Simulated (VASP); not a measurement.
A run of VASP 6.6.1 is set up as follows.

Contents of INCAR:

```
ALGO = Normal ; EDIFF = 1E-6
ENCUT = 520 ; GGA = PE
ISIF = 2 ; ISMEAR = 0
LASPH = T ; LCHARG = F
LREAL = F ; LWAVE = F
NBANDS = 24 ; NELM = 100
PREC = Accurate ; SIGMA = 0.1
```

KPOINTS

```
k-points
0
Gamma
  6 6 6
```

File POSCAR:

```
Te2I3
1.0
    8.4400629625      0.0000000000      0.0000000000
   -4.2200314812      7.3093089350      0.0000000000
    0.0000000000      0.0000000000      4.2750550039
Te I
2 3
Direct
    0.3333333333      0.6666666667      0.5000000000
    0.6666666667      0.3333333333      0.5000000000
    0.5000000000      0.0000000000      0.0000000000
    0.0000000000      0.5000000000      0.0000000000
    0.5000000000      0.5000000000      0.0000000000
```

Potentials or basis: VASP PAW PBE potentials, release 64 (Te, I).

Run with:

```bash
$ cat potpaw_PBE.64/Te/POTCAR potpaw_PBE.64/I/POTCAR > POTCAR
$ mpirun -np 1 vasp_std > vasp.out
```

Task: What does it give for the pressure?

Result: 0.0 GPa.

Caveat: an odd number of electrons without spin polarisation forces a metal; a magnetic or distorted state may lie lower.
